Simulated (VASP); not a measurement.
Write the native input for VASP 6.6.1 that does the following.

| Property | Result |
| --- | --- |
| Task | single point |
| Functional | BLYP |
| Potentials or basis | VASP PAW PBE potentials, release 64 (Sr_sv, V_sv, O) |
| Cutoff | 520 eV |
| k mesh | 7 × 7 × 7 |
| Occupations | fermi-dirac, width 0.05 eV |
| Spin | collinear spin, ferromagnetic start |
| Starting moments | [0.0, 2.0, 0.0, 0.0, 0.0] μB |
| Dipole correction | no |
| Further INCAR settings | ALGO = Normal; EDIFF = 1e-06; NBANDS = 32 |

The structure of SrVO3 lies in POSCAR:

```
SrVO3
1.0
    3.8409000000      0.0000000000      0.0000000000
    0.0000000000      3.8409000000      0.0000000000
    0.0000000000      0.0000000000      3.8409000000
Sr V O
1 1 3
Direct
    0.5000000000      0.5000000000      0.5000000000
    0.0000000000      0.0000000000      0.0000000000
    0.0000000000      0.0000000000      0.5000000000
    0.0000000000      0.5000000000      0.0000000000
    0.5000000000      0.0000000000      0.0000000000
```

The input as run:

INCAR

```
  PREC = Accurate
  ENCUT = 520
  EDIFF = 1E-6
  ISMEAR = -1
  SIGMA = 0.05
  LREAL = F
  LASPH = T
  NELM = 150
  ALGO = Normal
  ISIF = 2
  LWAVE = F
  LCHARG = F
  ISPIN = 2
  MAGMOM = 0 2 0 0 0
  LORBIT = 11
  LMAXMIX = 4
  GGA = B5
  ALDAX = 1.0
  AGGAX = 1.0
  AGGAC = 1.0
  ALDAC = 0.0
  NBANDS = 32
```

KPOINTS

```
Automatic mesh
0
Gamma
  7 7 7
```

Potentials or basis: VASP PAW PBE potentials, release 64 (Sr_sv, V_sv, O).

Command:

```sh
$ cat potpaw_PBE.64/Sr_sv/POTCAR potpaw_PBE.64/V_sv/POTCAR potpaw_PBE.64/O/POTCAR > POTCAR
$ mpirun -np 1 vasp_std > vasp.out
```

It gave:

| Property | Result |
| --- | --- |
| Pressure | 9.3 GPa |
| Net moment | 0.00 μB per cell |
| Valence electrons inside the program's atomic spheres | Sr 8.04; V 11.59; O 5.06 |

Caveat: the PAW data sets were made with another functional, which shifts forces and pressure a little.

Run time: 2.5 min on 1 thread of Intel Xeon 8259CL (shared host), peak memory 0.22 GiB.
